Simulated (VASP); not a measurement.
MgO, 2 atoms in the cell. Symmetry: Pm, No. 6, monoclinic system. Conventional cell: a = 2.938 Å, b = 2.680 Å, c = 2.938 Å, α = 90.00°, β = 120.00°, γ = 90.00°. Mg (site symmetry m) has 6 O at 2.14 to 2.18 Å and 2 Mg at 2.68 Å within 2.8 Å. O (site symmetry m) has 6 Mg at 2.14 to 2.18 Å and 2 O at 2.68 Å within 2.8 Å. 

```yaml
Program: VASP 6.6.1
Task: single point
Functional: PBE
Potentials_or_basis: VASP PAW PBE potentials, release 64 (Mg, O)
Cutoff: 520 eV
k_mesh: 8 × 8 × 7
Occupations: gaussian, width 0.05 eV
Spin: no spin polarisation
Dipole_correction: no
Further_INCAR_settings: ALGO = Normal; EDIFF = 1e-07; NBANDS = 11
```

Potentials or basis: VASP PAW PBE potentials, release 64 (Mg, O).

Launch:

```console
$ cat potpaw_PBE.64/Mg/POTCAR potpaw_PBE.64/O/POTCAR > POTCAR
$ mpirun -np 1 vasp_std > vasp.out
```

Hardware: 1 thread of Intel(R) Xeon(R) 6975P-C (Granite Rapids) (shared host).

Problem. How long does it take, and how much memory?

Solution. Run time: 8 s on 1 thread of Intel(R) Xeon(R) 6975P-C (Granite Rapids), on a shared host, peak memory 0.15 GiB. Counts: scf iterations 13, k points 136.
